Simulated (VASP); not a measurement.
# LiSi16 (a cell with a defect) in VASP: single point with LDA

Aim: the single point of LiSi16 (a cell with a defect) with LDA.

All numbers are computed with VASP 6.6.1; they aren't measurements. Logs are shortened: lines on timing, memory, paths and dates and some standing lists are left out, and cuts for length are marked.

## 1. The cell of the first run

The cell holds a defect, 17 atoms: a = 7.679 Å, b = 7.679 Å, c = 7.679 Å, α = 60.00°, β = 60.00°, γ = 60.00°.

## 2. Single point, LDA, collinear spin, zero start

The input, INCAR:

```
PREC = Accurate
ENCUT = 520
EDIFF = 1E-6
ISMEAR = 0
SIGMA = 0.05
LREAL = Auto
LASPH = T
NELM = 150
ALGO = Normal
ISIF = 2
LWAVE = F
LCHARG = F
ISPIN = 2
MAGMOM = 0 0 0 0 0 0 0 0 0 0 0 0 0 0 0 0 0
LORBIT = 11
GGA = CA
NBANDS = 52
```

The input, KPOINTS:

```
Automatic mesh
0
Gamma
  2 2 2
```

The input, POSCAR:

```
LiSi16
1.0
    0.0000000000      5.4300000000      5.4300000000
    5.4300000000      0.0000000000      5.4300000000
    5.4300000000      5.4300000000      0.0000000000
Si Li
16 1
Direct
    0.0060281768      0.0057963168     -0.0081928177
    0.1255498158      0.1252654696      0.1269643646
   -0.0072172192     -0.0073689687      0.4999317680
    0.1162843462      0.1163532228      0.6239977901
    0.0051908840      0.4993969613      0.0065291897
    0.1402915285      0.6188709024      0.1260762431
    0.0063847145      0.4843764273      0.5129239411
    0.1257025783      0.6196648250      0.6324281768
    0.4996723757      0.0049583794      0.0064642726
    0.6191783610      0.1400700737      0.1259433702
    0.4842813996      0.0062125230      0.5129865562
    0.6198360958      0.1253876611      0.6324062615
    0.5081808471      0.5080530387      0.0160786372
    0.6322081031      0.6319742173      0.1394338858
    0.4997267956      0.4993956722      0.5123757827
    0.6190007366      0.6185627993      0.6481233886
    0.8121118785      0.8121700737      0.3202457643
```

Potentials or basis: VASP PAW LDA potentials, release 64 (Si, Li_sv).

On the command line:

```console
> cat potpaw_LDA.64/Si/POTCAR potpaw_LDA.64/Li_sv/POTCAR > POTCAR
> mpirun -np 1 vasp_std > vasp.out
```

OUTCAR:

```text
PREC = Accurate
   ENCUT = 520
   EDIFF = 1E-6
   ISMEAR = 0
   LREAL = Auto
   LASPH = T
   NELM = 150
   ISIF = 2
   ISPIN = 2
   LORBIT = 11
   GGA = CA

 ion  position               nearest neighbor table
   1  0.006  0.006  0.992-   4 2.31  17 2.34   2 2.35  10 2.43   6 2.43
   2  0.126  0.125  0.127-   3 2.34   9 2.35   5 2.35   1 2.35
   3  0.993  0.993  0.500-   4 2.33  12 2.34   8 2.34   2 2.34
   4  0.116  0.116  0.624-   1 2.31  11 2.31   7 2.31   3 2.33
   5  0.005  0.499  0.007-  14 2.34   8 2.35   2 2.35   6 2.35
   6  0.140  0.619  0.126-  13 2.31  17 2.34   5 2.35   7 2.43   1 2.43
   7  0.006  0.484  0.513-   4 2.31  17 2.34   8 2.35   6 2.43  16 2.43
   8  0.126  0.620  0.632-   3 2.34  15 2.35   5 2.35   7 2.35
   9  0.500  0.005  0.006-  14 2.34  12 2.35   2 2.35  10 2.35
  10  0.619  0.140  0.126-  13 2.31  17 2.34   9 2.35   1 2.43  11 2.43
  11  0.484  0.006  0.513-   4 2.31  17 2.34  12 2.35  10 2.43  16 2.43
  12  0.620  0.125  0.632-   3 2.34  15 2.35   9 2.35  11 2.35
  13  0.508  0.508  0.016-   6 2.31  16 2.31  10 2.31  14 2.33
  14  0.632  0.632  0.139-  13 2.33  15 2.34   5 2.34   9 2.34
  15  0.500  0.499  0.512-  14 2.34  12 2.35   8 2.35  16 2.35
  16  0.619  0.619  0.648-  13 2.31  17 2.34  15 2.35   7 2.43  11 2.43
  17  0.812  0.812  0.320-  16 2.34  11 2.34   7 2.34  10 2.34   6 2.34   1 2.34

  LATTYP: Found a face centered cubic cell.
 ALAT       =    10.8600000000

  Lattice vectors:

 A1 = (   0.0000000000,   5.4300000000,   5.4300000000)
 A2 = (   5.4300000000,   0.0000000000,   5.4300000000)
 A3 = (   5.4300000000,   5.4300000000,   0.0000000000)

Analysis of symmetry for initial positions (statically):
=====================================================================
 Subroutine PRICEL returns:
 Original cell was already a primitive cell.

 Routine SETGRP: Setting up the symmetry group for a
 face centered cubic supercell.

 Subroutine GETGRP returns: Found  1 space group operations
 (whereof  1 operations were pure point group operations)
 out of a pool of 48 trial point group operations.

The static configuration has the point symmetry C_1 .

Analysis of symmetry for dynamics (positions and initial velocities):
=====================================================================
 Subroutine PRICEL returns:
 Original cell was already a primitive cell.

 Routine SETGRP: Setting up the symmetry group for a
 face centered cubic supercell.

 Subroutine GETGRP returns: Found  1 space group operations
 (whereof  1 operations were pure point group operations)
 out of a pool of 48 trial point group operations.

The dynamic configuration has the point symmetry C_1 .

Analysis of structural, dynamic, and magnetic symmetry:
=====================================================================
 Subroutine PRICEL returns:
 Original cell was already a primitive cell.

 Routine SETGRP: Setting up the symmetry group for a
 face centered cubic supercell.

 Subroutine GETGRP returns: Found  1 space group operations
 (whereof  1 operations were pure point group operations)
 out of a pool of 48 trial point group operations.

The overall configuration has the point symmetry C_1 .

 Subroutine INISYM returns: Found  1 space group operations
 (whereof  1 operations are pure point group operations),
 and found     1 'primitive' translations

----------------------------------------------------------------------------------------

                                     Primitive cell

  volume of cell :     320.2060

  direct lattice vectors                    reciprocal lattice vectors
     0.000000000  5.430000000  5.430000000    -0.092081031  0.092081031  0.092081031
     5.430000000  0.000000000  5.430000000     0.092081031 -0.092081031  0.092081031
     5.430000000  5.430000000  0.000000000     0.092081031  0.092081031 -0.092081031

  length of vectors
     7.679179644  7.679179644  7.679179644     0.159489025  0.159489025  0.159489025

  position of ions in fractional coordinates (direct lattice)
     0.006028177  0.005796317  0.991807182
     0.125549816  0.125265470  0.126964365
     0.992782781  0.992631031  0.499931768
     0.116284346  0.116353223  0.623997790
     0.005190884  0.499396961  0.006529190
     0.140291529  0.618870902  0.126076243
[... 9 lines left out ...]
     0.619000737  0.618562799  0.648123389
     0.812111878  0.812170074  0.320245764

  ion indices of the primitive-cell ions
   primitive index   ion index
                 1           1
                 2           2
                 3           3
                 4           4
                 5           5
                 6           6
[... 9 lines left out ...]
                16          16
                17          17

----------------------------------------------------------------------------------------

 KPOINTS: Automatic mesh

Automatic generation of k-mesh.
 Grid dimensions read from file:
 generate k-points for:    2    2    2

 Generating k-lattice:

  Cartesian coordinates                     Fractional coordinates (reciprocal lattice)
    -0.046040516  0.046040516  0.046040516     0.500000000  0.000000000  0.000000000
     0.046040516 -0.046040516  0.046040516     0.000000000  0.500000000  0.000000000
     0.046040516  0.046040516 -0.046040516     0.000000000  0.000000000  0.500000000

  Length of vectors
     0.079744512  0.079744512  0.079744512

  Shift w.r.t. Gamma in fractional coordinates (k-lattice)
     0.000000000  0.000000000  0.000000000

 Subroutine IBZKPT returns following result:
 ===========================================

 Found      8 irreducible k-points:

 Following reciprocal coordinates:
            Coordinates               Weight
  0.000000  0.000000  0.000000      1.000000
  0.500000  0.000000  0.000000      1.000000
  0.000000  0.500000  0.000000      1.000000
  0.000000  0.000000  0.500000      1.000000
  0.500000  0.500000  0.500000      1.000000
  0.500000  0.500000  0.000000      1.000000
  0.000000  0.500000  0.500000      1.000000
  0.500000  0.000000  0.500000      1.000000
   k-points           NKPTS =      8   k-points in BZ     NKDIM =      8   number of bands    NBANDS=     52
   number of dos      NEDOS =    301   number of ions     NIONS =     17
   total plane-waves  NPLWV = 216000
   dimension x,y,z NGX =    60 NGY =   60 NGZ =   60
   dimension x,y,z NGXF=   120 NGYF=  120 NGZF=  120
   ions per type =              16   1
   NGX,Y,Z   is equivalent  to a cutoff of  12.99, 12.99, 12.99 a.u.
   NGXF,Y,Z  is equivalent  to a cutoff of  25.98, 25.98, 25.98 a.u.
 SYSTEM =  unknown system
   PREC   = accura    normal or accurate (medium, high low for compatibility)
   ISTART =      0    job   : 0-new  1-cont  2-samecut
   ICHARG =      2    charge: 1-file 2-atom 10-const
   ISPIN  =      2    spin polarized calculation?
   LNONCOLLINEAR =      F non collinear calculations
   LSORBIT =      F    spin-orbit coupling
   LASPH  =      T    aspherical Exc in radial PAW
   ENCUT  =  520.0 eV  38.22 Ry    6.18 a.u.  14.28 14.28 14.28*2*pi/ulx,y,z
   NELM   =    150;   NELMIN=  2; NELMDL= -5     # of ELM steps
   EDIFF  = 0.1E-05   stopping-criterion for ELM
   LREAL  =      T    real-space projection
   EDIFFG = 0.1E-04   stopping-criterion for IOM
   NSW    =      0    number of steps for IOM
   IBRION =     -1    ionic relax: 0-MD 1-quasi-New 2-CG
   NFREE  =      0    steps in history (QN), initial steepest desc. (CG)
   ISIF   =      2    stress and relaxation
   ISYM   =      2    0-nonsym 1-usesym 2-fastsym
   POTIM  = 0.5000    time-step for ionic-motion
   TEBEG  =    0.0;   TEEND  =   0.0 temperature during run
   PSTRESS=    0.0 pullay stress
   NELECT =      67.0000    total number of electrons
   NUPDOWN=      -1.0000    fix difference up-down
   EMIN   =  10.00;   EMAX   =-10.00  energy-range for DOS
   EFERMI =   0.00;   METHOD = LEGACY
   ISMEAR =     0;   SIGMA  =   0.05  broadening in eV -4-tet -1-fermi 0-gaus
   EFERMI_NEDOS =   21; number of points for ismear=-14 and -15
   IALGO  =     38    algorithm
   IMIX   =      4    mixing-type and parameters
     AMIX     =   0.40;   BMIX     =  1.00
     AMIX_MAG =   1.60;   BMIX_MAG =  1.00
  volume/ion in A,a.u.               =      18.84       127.11
  Fermi-wavevector in a.u.,A,eV,Ry     =   0.971904  1.836632 12.852022  0.944597
  Thomas-Fermi vector in A             =   2.102159
   LORBIT       =     11    0 simple, 1 ext, 2 COOP (PROOUT), +10 PAW based schemes
   GGA     = CA    functional components
   LHFCALC =     F    Hartree Fock is set to
   AEXX    =    0.0000 exact exchange contribution
   IVDW    =     0    specifies the selected vdW correction
   LEPSILON=     F    determine dielectric tensor
   LRPA    =     F    only Hartree local field effects (RPA)
 spin polarized calculation
 Gauss-broadening in eV      SIGMA  =   0.05
  energy-cutoff  :      520.00
  volume of cell :      320.21
 maximum number of plane-waves:      8646
 NGX is ok and might be reduce to    60
   NGX = 29   NGY = 29   NGZ = 29

 number of electron      67.0000001 magnetization      -0.0000066

 number of electron      67.0000001 magnetization       0.0000005

 Free energy of the ion-electron system (eV)
  ---------------------------------------------------
  ext. energy  EPLUGINS =         0.00000000
  ---------------------------------------------------
  free energy    TOTEN  =       -95.40045179 eV

  energy without entropy =      -95.39292263  energy(sigma->0) =      -95.39668721

 E-fermi :   6.5336     XC(G=0):  -9.7134

 val. band max:        6.5332535401   @ k =   0.0000   0.0000   0.0000
 cond. band min:       6.6818717662   @ k =   0.0000   0.0000   0.0000
 fundamental gap:      0.1486182261
 Fermi energy:         6.5335791301

 spin component 1

 k-point     1 :       0.0000    0.0000    0.0000
  band No.  band energies     occupation
      1     -39.3714      1.00000
      2      -6.0105      1.00000
      3      -3.7782      1.00000
      4      -3.6922      1.00000
      5      -3.6901      1.00000
      6      -3.6541      1.00000
[... 373 lines left out ...]
     44      10.1007      0.00000
     45      10.1372      0.00000
 Fermi energy:         6.5335791301

 spin component 2

 k-point     1 :       0.0000    0.0000    0.0000
  band No.  band energies     occupation
      1     -39.3714      1.00000
      2      -6.0105      1.00000
      3      -3.7782      1.00000
      4      -3.6922      1.00000
      5      -3.6901      1.00000
      6      -3.6541      1.00000
[... 373 lines left out ...]
     44      10.1007      0.00000
     45      10.1372      0.00000
 [bands above 45 left out]

------------------------ aborting loop because EDIFF is reached ----------------------------------------

  FORCE on cell =-STRESS in cart. coord.  units (eV):
  Direction    XX          YY          ZZ          XY          YZ          ZX
  --------------------------------------------------------------------------------------
  -------------------------------------------------------------------------------------
  Total        1.2087103      1.2178660      1.1967399     -0.8106972     -0.8330923     -0.8603509
  in kB        6.0478821      6.0936936      5.9879873     -4.0563905     -4.1684465     -4.3048369
  external PRESSURE =       6.0431877 kB  Pullay stress =       0.0000000 kB

 VOLUME and BASIS-vectors are now :
 -----------------------------------------------------------------------------
  energy-cutoff  :      520.00
  volume of cell :      320.21
      direct lattice vectors                 reciprocal lattice vectors
     0.000000000  5.430000000  5.430000000    -0.092081031  0.092081031  0.092081031
     5.430000000  0.000000000  5.430000000     0.092081031 -0.092081031  0.092081031
     5.430000000  5.430000000  0.000000000     0.092081031  0.092081031 -0.092081031

 POSITION                                       TOTAL-FORCE (eV/Angst)
 -----------------------------------------------------------------------------------
      5.41699      5.41825      0.06421        -0.000670      0.002760     -0.003973
      1.36961      1.37115      1.36193        -0.006678     -0.006232     -0.001661
      8.10462      8.10544     10.78080        -0.001770     -0.001093     -0.002179
      4.02011      4.01973      1.26322         0.004178      0.003273      0.020191
      2.74718      0.06364      2.73991         0.000774      0.004143      0.005985
      4.04506      1.44638      4.12225        -0.002873      0.004063      0.005757
[... 9 lines left out ...]
      6.87811      6.88048      6.71997         0.003605     -0.008755      0.011180
      6.14902      6.14870      8.81985        -0.009152     -0.003687      0.013897
 -----------------------------------------------------------------------------------
    total drift:                               -0.000219     -0.000804      0.000110

  FREE ENERGIE OF THE ION-ELECTRON SYSTEM (eV)
  ---------------------------------------------------
  free  energy   TOTEN  =       -95.4004517941 eV

  energy  without entropy=      -95.3929226322  energy(sigma->0) =      -95.39668721

 total charge

# of ion       s       p       d       tot
------------------------------------------
    1        0.753   0.959   0.000   1.711
    2        0.748   0.960   0.000   1.707
    3        0.744   0.968   0.000   1.713
    4        0.747   0.973   0.000   1.720
    5        0.748   0.960   0.000   1.707
    6        0.753   0.959   0.000   1.711
[... 9 lines left out ...]
   16        0.753   0.957   0.000   1.710
   17        2.044   0.140   0.000   2.184
--------------------------------------------------
tot         14.027  15.529   0.000  29.557

 magnetization (x)

# of ion       s       p       d       tot
------------------------------------------
    1       -0.000   0.000   0.000   0.000
    2        0.000   0.000   0.000   0.000
    3       -0.000  -0.000   0.000  -0.000
    4       -0.000  -0.000   0.000  -0.000
    5        0.000   0.000   0.000   0.000
    6       -0.000  -0.000   0.000  -0.000
[... 9 lines left out ...]
   16       -0.000  -0.000   0.000  -0.000
   17        0.000   0.000   0.000   0.000
--------------------------------------------------
tot          0.000   0.000   0.000   0.000
```

Run time: 5.1 min. Hardware: 1 thread of Intel Xeon 6975P-C (Granite Rapids), shared host; peak memory 0.48 GiB.

What came out:

| Property | Result |
| --- | --- |
| Free energy | -95.4005 eV |
| Largest force | 0.024 eV/Å |
| Net moment | 0.00 μB per cell |
| Valence electrons inside the program's atomic spheres | Si 1.71, 1.72 (each value once); Li 2.18 |

Forces in eV/Å, atoms in the order of the input:
```
Si  -0.001  0.003 -0.004
Si  -0.007 -0.006 -0.002
Si  -0.002 -0.001 -0.002
Si   0.004  0.003  0.020
Si   0.001  0.004  0.006
Si  -0.003  0.004  0.006
Si   0.003  0.008 -0.022
Si  -0.003 -0.002 -0.008
Si   0.005  0.002  0.005
Si   0.015 -0.010  0.005
Si  -0.002  0.010 -0.017
Si  -0.003 -0.005 -0.009
Si  -0.013 -0.006 -0.006
Si   0.003  0.001  0.001
Si   0.007  0.007  0.003
Si   0.004 -0.009  0.011
Li  -0.009 -0.004  0.014
```

Caveat: the k points lie up to 0.50 Å⁻¹ apart; the cutoff is under 1.25 times the usual one of these potentials, so pressure, stress and relaxed cells hold a basis-set (Pulay) error; no moment was typed at the start, so none could form.
